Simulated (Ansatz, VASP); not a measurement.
Ti2Tl in VASP and in Ansatz

```xyz
3
Lattice="4.7801 0.0000 0.0000 -2.3901 4.1397 0.0000 0.0000 0.0000 2.8713" Properties=species:S:1:pos:R:3 pbc="T T T"
Ti    0.0000    2.7598    1.4357
Ti    2.3901    1.3799    1.4357
Tl    0.0000    0.0000    0.0000
```

Alike in both runs: task relaxation of cell and atoms; functional PBE; k mesh 6 × 6 × 6; occupations gaussian, width 0.1 eV; no spin polarisation.

```csv
,VASP,Ansatz
version,VASP 6.6.1,Ansatz 0.2.0
potentials or method,"VASP PAW PBE potentials, release 64 (Ti_sv, Tl_d), cutoff 600 eV","scalar-relativistic, plane waves, PAW"
valence electrons in the cell,37,37
```

|  | VASP | Ansatz | Ansatz less VASP |
| --- | --- | --- | --- |
| gap on the k mesh at the Fermi level, each at its own relaxed structure (eV) | none | none | - |
| relaxed volume (Å³/atom) | 18.97 | 19.00 | +0.027 |
| relaxed cell length with the largest relative difference (Å) | 4.742 | 4.746 | +0.0045 |

A gap of «none» marks a metal or a gap that the smearing closes.

The k mesh is coarse, so the values compare programs but aren't converged. Spin-orbit coupling is off throughout.
